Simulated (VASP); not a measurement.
**La: relaxation of cell and atoms with r2SCAN**

The system is La.

```
CELL_PARAMETERS angstrom
-2.12383 2.12383 2.12383
2.12383 -2.12383 2.12383
2.12383 2.12383 -2.12383
ATOMIC_POSITIONS crystal
La 0.00000 0.00000 0.00000
```

```json
{
  "Program": "VASP 6.6.1",
  "Task": "relaxation of cell and atoms",
  "Functional": "r2SCAN",
  "Potentials or basis": "VASP PAW PBE potentials, release 64 (La)",
  "Cutoff": "600 eV",
  "k mesh": "11 × 11 × 11",
  "Occupations": "fermi-dirac, width 0.1 eV",
  "Spin": "no spin polarisation",
  "Target pressure": "10 GPa",
  "Dipole correction": "no",
  "Further INCAR settings": "ALGO = Normal; EDIFF = 1e-06; IBRION = 2; EDIFFG = -0.03; NSW = 50; ISIF = 3"
}
```

| Property | Result |
| --- | --- |
| Relaxed volume | 28.64 Å³/atom |
| Relaxed cell | a = 3.338 Å, b = 3.338 Å, c = 3.338 Å, α = 109.47°, β = 109.47°, γ = 109.47° |
| Space group after relaxing (to 0.05 Å) | Im-3m (No. 229) |
| Energy change on relaxing (the enthalpy is what falls) | +271.6 meV/atom |
| Ionic steps | 3 |
| Pressure after relaxing | 10.1 GPa |

Step by step:
```
step  energy change (eV)  largest force (eV/Å)  pressure (GPa)  volume (Å³)
   1              0.0000                0.0000            0.14        38.32
   2              0.4147                0.0000           13.38        26.67
   3              0.2716                0.0000           10.13        28.64
```

Final structure:
```
La
1.0
    -1.92742    1.92742    1.92742
     1.92742   -1.92742    1.92742
     1.92742    1.92742   -1.92742
La
1
Cartesian
  0.0000 0.0000 0.0000
```

Levels at points of the mesh, in eV from the Fermi level:
```csv
k point,band 3,band 4,band 5,band 6,band 7,band 8
"(0.00, 0.00, 0.00)",-15.58,-15.58,-2.73,1.94,1.94,1.94
```

Wall time 4.7 min on 1 thread of Intel Xeon 6975P-C (shared host), peak memory 0.21 GiB.

Caveat: the cell is relaxed towards a set pressure, so the enthalpy falls and the energy may rise; the volume moved by over 15 % at a fixed basis, so the end points are rough; the PAW data sets were made with another functional, which shifts forces and pressure a little; spin-orbit coupling is left out, which moves the levels of the heavy elements.
